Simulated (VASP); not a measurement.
Set up this calculation in VASP 6.6.1, as the native input.

| Property | Result |
| --- | --- |
| Task | electric field gradients |
| Functional | PBEsol |
| Potentials or basis | VASP PAW PBE potentials, release 64 (Ti_sv, Pt) |
| Cutoff | 400 eV |
| k mesh | 9 × 9 × 9 |
| Occupations | fermi-dirac, width 0.05 eV |
| Spin | no spin polarisation |
| Dipole correction | no |
| Further INCAR settings | ALGO = Normal; EDIFF = 1e-08; NBANDS = 29 |

The structure of TiPt3 lies in POSCAR:

```
TiPt3
1.0
    3.8839664578      0.0000000000      0.0000000000
    0.0000000000      3.8839664578      0.0000000000
    0.0000000000      0.0000000000      3.8839664578
Ti Pt
1 3
Direct
    0.0000000000      0.0000000000      0.0000000000
    0.0000000000      0.5000000000      0.5000000000
    0.5000000000      0.0000000000      0.5000000000
    0.5000000000      0.5000000000      0.0000000000
```

The input as run:

INCAR

```
PREC     = Accurate       # precision mode
ENCUT    = 400            # plane-wave cutoff, eV
EDIFF    = 1E-8           # SCF threshold, eV
ISMEAR   = -1             # smearing method
SIGMA    = 0.05           # smearing width, eV
LREAL    = False          # projectors in reciprocal space
LASPH    = True           # aspherical terms in the spheres
NELM     = 120            # most SCF steps
ALGO     = Normal         # electronic algorithm
ISIF     = 2              # what is computed and relaxed
LWAVE    = False          # write WAVECAR
LCHARG   = False          # write CHGCAR
GGA      = PS             # functional
LEFG     = True         
NBANDS   = 29             # bands
GGA_COMPAT= False
```

KPOINTS

```
Automatic mesh
0
Gamma
  9 9 9
```

Potentials or basis: VASP PAW PBE potentials, release 64 (Ti_sv, Pt).

Launch:

```console
$ cat potpaw_PBE.64/Ti_sv/POTCAR potpaw_PBE.64/Pt/POTCAR > POTCAR
$ mpirun -np 1 vasp_std > vasp.out
```

It gave:

```yaml
Pressure: 2.9 GPa
Band_gap_on_the_k_mesh: zero (bands 21 and 22 overlap by 1.59 eV)
Largest_electric_field_gradient_by_atom: Ti -0.0; Pt -67.6 V/Å²
```

Caveat: without QUAD_EFG the Cq values of the log hold for a quadrupole moment of 1 mb, not for the nuclei; the PAW data sets were made with another functional, which shifts forces and pressure a little; spin-orbit coupling is left out, which moves the levels of the heavy elements.

Wall time 84 s on 1 thread of AMD EPYC 7R13, with other jobs on the host, peak memory 0.15 GiB.
